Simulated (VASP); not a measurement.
Write the native input for VASP 6.6.1 that does the following.

```
Task                   : single point
Functional             : LDA
Potentials or basis    : VASP PAW LDA potentials, release 64 (Ru_pv)
Cutoff                 : 520 eV
k mesh                 : 21 × 21 × 10
Occupations            : gaussian, width 0.15 eV
Spin                   : no spin polarisation
Dipole correction      : no
Further INCAR settings : ALGO = Fast; EDIFF = 1e-06; NBANDS = 21
```

The structure of Ru lies in POSCAR:

```
Ru
1.0
    2.6740588025      0.0000000000      0.0000000000
   -1.3370294013      2.3158028542      0.0000000000
    0.0000000000      0.0000000000      4.2267610266
Ru
2
Direct
    0.2682154543      0.6062124705      0.2500000000
    0.7317845457      0.3937875295      0.7500000000
```

This cell differs from its parent crystal: atoms displaced along several vibrational modes.

The input as run:

INCAR

```
SYSTEM = Ru
PREC = Accurate
ENCUT = 520
EDIFF = 1E-6
ISMEAR = 0
SIGMA = 0.15
LREAL = .FALSE.
LASPH = .TRUE.
NELM = 60
ALGO = Fast
ISIF = 2
LWAVE = .FALSE.
LCHARG = .FALSE.
GGA = CA
NBANDS = 21
```

KPOINTS

```
regular mesh
0
G
  21 21 10
  0 0 0
```

Potentials or basis: VASP PAW LDA potentials, release 64 (Ru_pv).

Run with:

```sh
$ cat potpaw_LDA.64/Ru_pv/POTCAR > POTCAR
$ mpirun -np 1 vasp_std > vasp.out
```

Results of the run:

```
Pressure               : 7.1 GPa
Largest force          : 2.366 eV/Å
Band gap on the k mesh : zero (bands 14 and 15 overlap by 3.00 eV)
```

Caveat: the cell differs from its parent crystal (atoms displaced along several vibrational modes); the stress differs along the axes, from -3 to 15 GPa; forces of over 1 eV/Å act on the atoms, so gaps and moduli don't describe the material at rest.

Run time: 4.7 min on 1 thread of Oxide Virtual Turin-like Processor (shared host), peak memory 0.57 GiB.
